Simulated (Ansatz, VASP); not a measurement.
AlNi: VASP beside Ansatz

File INCAR:

```
ALGO = Normal
EDIFF = 1E-6
ENCUT = 520
GGA = PS
ISIF = 2
ISMEAR = 0
LASPH = True
LCHARG = True
LELF = True
LREAL = False
LVHAR = True
LWAVE = False
NBANDS = 14
NELM = 100
PREC = Accurate
SIGMA = 0.15
```

The input KPOINTS:

```
k-points
0
Gamma
  16 16 16
```

File POSCAR:

```
AlNi
1.0
    2.8855765085      0.0000000000      0.0000000000
    0.0000000000      2.8855765085      0.0000000000
    0.0000000000      0.0000000000      2.8855765085
Al Ni
1 1
Direct
    0.0000000000      0.0000000000     -0.0331956196
    0.5000000000      0.5000000000      0.5152601295
```

Input for Ansatz:

```yaml
crystal:
  lattice:
    - [2.8855765085, 0.0, 0.0]
    - [0.0, 2.8855765085, 0.0]
    - [0.0, 0.0, 2.8855765085]
  atoms:
    - { symbol: Al, position: [0.0, 0.0, -0.0331956196] }
    - { symbol: Ni, position: [0.5, 0.5, 0.5152601295] }
basis:
  ecutwfc: 520.0
kpoints:
  mp_grid: { grid: [16, 16, 16] }
hamiltonian:
  xc: pbesol
  pseudopotentials: { kind: paw, azcp: { folder: soft_1 } }
scf:
  occupations: { method: gaussian, width: 0.15 }
output:
  forces: true
  stress: true
  eigenvalues: true
```

Change from the starting cell: mode 6 frozen in at -0.095 Å, equal normal strain along x, y and z +0.0083.

Alike in both runs: task single point; functional PBEsol; k mesh 16 × 16 × 16; occupations gaussian, width 0.15 eV; no spin polarisation.

|  | VASP | Ansatz |
| --- | --- | --- |
| version | VASP 6.6.1 | Ansatz 0.2.0 |
| potentials or method | VASP PAW PBE potentials, release 64 (Al, Ni), cutoff 520 eV | scalar-relativistic, plane waves, PAW |
| valence electrons in the cell | 13 | 21 |

```tsv
	VASP	Ansatz	Ansatz less VASP
gap on the k mesh at the Fermi level (eV)	none	none	-
pressure (GPa)	-2.6	-2.8	-0.22
traceless stress, the component that is largest in VASP (GPa)	-0.60	-0.59	+0.008
rms of the force components (eV/Å)	0.458	0.454	-0.0036
```

VASP's potentials were made for PBE, not for PBEsol, and Ansatz warns of the same on its side. Atom by atom the forces differ by 0.004 eV/Å (rms over components). A gap of «none» marks a metal or a gap that the smearing closes. VASP's potentials hold 13 valence electrons a cell and Ansatz's 21, so a difference there can come from the potentials and not from the codes.
